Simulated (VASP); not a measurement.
Write the native input for VASP 6.6.1 that does the following.

* Task: relaxation of cell and atoms
* Functional: PBE
* Potentials or basis: VASP PAW PBE potentials, release 64 (Zr_sv, B)
* Cutoff: 600 eV
* k mesh: 12 × 12 × 12
* Occupations: gaussian, width 0.1 eV
* Spin: no spin polarisation
* Dipole correction: no
* Further INCAR settings: ALGO = Normal; EDIFF = 1e-06; IBRION = 2; EDIFFG = -0.01; NSW = 100; ISIF = 3

The structure of Zr2B3 lies in POSCAR:

```
Zr2B3
1.0
    1.7180839446      0.9919362279      6.3282588284
   -1.7180839446      0.9919362279      6.3282588284
    0.0000000000     -1.9838724558      6.3282588284
Zr B
2 3
Direct
    0.3984329219      0.3984329219      0.3984329219
    0.6015670781      0.6015670781      0.6015670781
    0.0000000000      0.5000000000      0.0000000000
    0.0000000000      0.0000000000      0.5000000000
    0.5000000000      0.0000000000      0.0000000000
```

The input as run:

INCAR

```
  PREC = Accurate
  ENCUT = 600
  EDIFF = 1E-6
  ISMEAR = 0
  SIGMA = 0.1
  LREAL = False
  LASPH = True
  NELM = 100
  ALGO = Normal
  ISIF = 3
  LWAVE = False
  LCHARG = False
  GGA = PE
  IBRION = 2
  NSW = 100
  EDIFFG = -0.01
```

KPOINTS

```
Automatic mesh
0
Gamma
  12 12 12
```

Potentials or basis: VASP PAW PBE potentials, release 64 (Zr_sv, B).

Launch:

```bash
$ cat potpaw_PBE.64/Zr_sv/POTCAR potpaw_PBE.64/B/POTCAR > POTCAR
$ mpirun -np 1 vasp_std > vasp.out
```

Results of the run:

```yaml
Relaxed_volume: 13.00 Å³/atom
Relaxed_cell: a = 6.601 Å, b = 6.601 Å, c = 6.601 Å, α = 30.33°, β = 30.33°, γ = 30.33°
Space_group_after_relaxing_to_0.1_Å: R-3m (No. 166)
Energy_gained_by_relaxing: 1.2 meV/atom
Ionic_steps: 6
Pressure_after_relaxing: 0.1 GPa
Band_gap_on_the_k_mesh: zero (an odd number of electrons rules out a gap without spin polarisation)
```

Run time: 23 min on 1 thread of Intel(R) Xeon(R) 6975P-C (Granite Rapids), on a shared host, peak memory 0.6 GiB.
